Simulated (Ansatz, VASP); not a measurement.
## SnTe in VASP and in Ansatz

POSCAR

```
SnTe
1.0
    0.0000000000      3.1565012282      3.1565012282
    3.1565012282      0.0000000000      3.1565012282
    3.1565012282      3.1565012282      0.0000000000
Sn Te
1 1
Direct
    0.5000000000      0.5000000000      0.5000000000
    0.0000000000      0.0000000000      0.0000000000
```

INCAR.step1

```
ALGO     = Normal         # electronic algorithm
EDIFF    = 1E-4           # SCF threshold, eV
ENCUT    = 520            # plane-wave cutoff, eV
GGA      = PE             # functional
ISMEAR   = 0              # smearing method
LASPH    = T              # aspherical terms in the spheres
LCHARG   = F              # write CHGCAR
LREAL    = F              # projectors in reciprocal space
LWAVE    = T              # write WAVECAR
NBANDS   = 17             # bands
NELM     = 100            # most SCF steps
PREC     = Accurate       # precision mode
SIGMA    = 0.05           # smearing width, eV
```

Contents of INCAR.step2:

```
ALGO     = Normal         # electronic algorithm
EDIFF    = 1E-6           # SCF threshold, eV
ENCUT    = 520            # plane-wave cutoff, eV
ISIF     = 2              # what is computed and relaxed
ISMEAR   = 0              # smearing method
ISTART   = 1            
LASPH    = T              # aspherical terms in the spheres
LCHARG   = T              # write CHGCAR
LELF     = T              # ELF
LMIXTAU  = T            
LREAL    = F              # projectors in reciprocal space
LVHAR    = T            
LWAVE    = F              # write WAVECAR
METAGGA  = R2SCAN         # meta-GGA
NBANDS   = 17             # bands
NELM     = 100            # most SCF steps
PREC     = Accurate       # precision mode
SIGMA    = 0.05           # smearing width, eV
```

KPOINTS

```
k-points
0
Gamma
  6 6 6
```

Input for Ansatz:

```yaml
crystal:
  lattice:
    - [0.0, 3.1565012282, 3.1565012282]
    - [3.1565012282, 0.0, 3.1565012282]
    - [3.1565012282, 3.1565012282, 0.0]
  atoms:
    - { symbol: Sn, position: [0.5, 0.5, 0.5] }
    - { symbol: Te, position: [0.0, 0.0, 0.0] }
basis:
  ecutwfc: 500
  ecutrho_ratio: 4
kpoints:
  mp_grid: { grid: [6, 6, 6] }
hamiltonian:
  xc: r2scan
scf:
  occupations: { method: gaussian, width: 0.05 }
output:
  forces: true
  stress: true
  eigenvalues: true
```

Alike in both runs: task single point; functional r2SCAN; k mesh 6 × 6 × 6; occupations gaussian, width 0.05 eV; no spin polarisation.

```csv
,VASP,Ansatz
version,VASP 6.6.1,Ansatz 0.2.0
potentials or method,"VASP PAW PBE potentials, release 64 (Sn_d, Te), cutoff 520 eV","scalar-relativistic, plane waves, PAW"
valence electrons in the cell,20,30
```

|  | VASP | Ansatz | Ansatz less VASP |
| --- | --- | --- | --- |
| gap on the k mesh at the Fermi level (eV) | 0.05 | 0.05 | +0.002 |
| least direct gap on the mesh (eV) | 0.05 | 0.05 | +0.002 |
| pressure (GPa) | 1.4 | 1.4 | -0.01 |

VASP's potentials were made for PBE, not for r2SCAN. The functional is the same, so the differences come from potentials, cutoffs and numerics. VASP's potentials hold 20 valence electrons a cell and Ansatz's 30, so a difference there can come from the potentials and not from the codes.

Neither program's run includes spin-orbit coupling.
